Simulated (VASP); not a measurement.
Here is a VASP 6.6.1 calculation.

File INCAR:

```
PREC = Accurate
ENCUT = 520
EDIFF = 1E-6
ISMEAR = -1
SIGMA = 0.02
LREAL = False
LASPH = True
NELM = 100
ALGO = Normal
ISIF = 2
LWAVE = False
LCHARG = True
GGA = CA
LELF = True
LVHAR = True
NBANDS = 26
ISYM = 0
```

The input KPOINTS:

```
regular mesh
0
Gamma
  7 7 4
```

File POSCAR:

```
CdS
1.0
    4.0736757357      0.0000005565     -0.0000913251
   -2.0368373859      3.5286493665      0.0002437990
   -0.0001482548      0.0003714087      6.6389560140
Cd S
2 2
Direct
    0.3335851335      0.6672295051     -0.0000562771
    0.6673278207      0.3346452203      0.4999419928
    0.3339896551      0.6680152256      0.3760291659
    0.6669355597      0.3339398680      0.8760256819
```

Potentials or basis: VASP PAW LDA potentials, release 64 (Cd, S).

Run with:

```sh
$ cat potpaw_LDA.64/Cd/POTCAR potpaw_LDA.64/S/POTCAR > POTCAR
$ mpirun -np 1 vasp_std > vasp.out
```

(1) Estimate the band gap on the k mesh.

(2) Estimate the pressure.

Results:

(1) 1.05 eV.

(2) 0.5 GPa.
